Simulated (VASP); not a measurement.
Input of a VASP 6.6.1 run:

Contents of POSCAR:

```
InP
1.0
    0.0000000000      2.8356361294      2.8356361294
    2.8356361294      0.0000000000      2.8356361294
    2.8356361294      2.8356361294      0.0000000000
In P
1 1
Direct
    0.0000000000      0.0000000000      0.0000000000
    0.2500000000      0.2500000000      0.2500000000
```

File INCAR.step1:

```
PREC = Accurate
ENCUT = 520
EDIFF = 1E-5
ISMEAR = 0
SIGMA = 0.01
LREAL = F
LASPH = T
NELM = 80
ALGO = Normal
ISIF = 2
LWAVE = T
LCHARG = F
NBANDS = 16
GGA = PE
```

Contents of INCAR.step2:

```
PREC = Accurate
ENCUT = 520
EDIFF = 1E-7
ISMEAR = 0
SIGMA = 0.01
LREAL = F
LASPH = T
NELM = 80
ALGO = Normal
ISIF = 2
LWAVE = F
LCHARG = F
GGA = PE
LHFCALC = T
HFSCREEN = 0.2079
PRECFOCK = Normal
NBANDS = 16
ISTART = 1
```

Contents of KPOINTS:

```
Automatic mesh
0
Gamma
  6 6 6
```

Potentials or basis: VASP PAW PBE potentials, release 64 (In_d, P).

Run with:

```sh
$ cat potpaw_PBE.64/In_d/POTCAR potpaw_PBE.64/P/POTCAR > POTCAR
$ cp INCAR.step1 INCAR
$ mpirun -np 1 vasp_std > vasp.out
$ cp INCAR.step2 INCAR
$ mpirun -np 1 vasp_std > vasp.out
```

(1) What does it give for the pressure?

(2) Estimate the band gap on the k mesh.

Answers

(1) 10.6 GPa.

(2) 2.09 eV.

Caveat: the cell differs from its parent crystal (strain -4.0%); the cell stands under pressure; the PAW data sets were made with another functional, which shifts forces and pressure a little; spin-orbit coupling is left out, which moves the levels of the heavy elements.
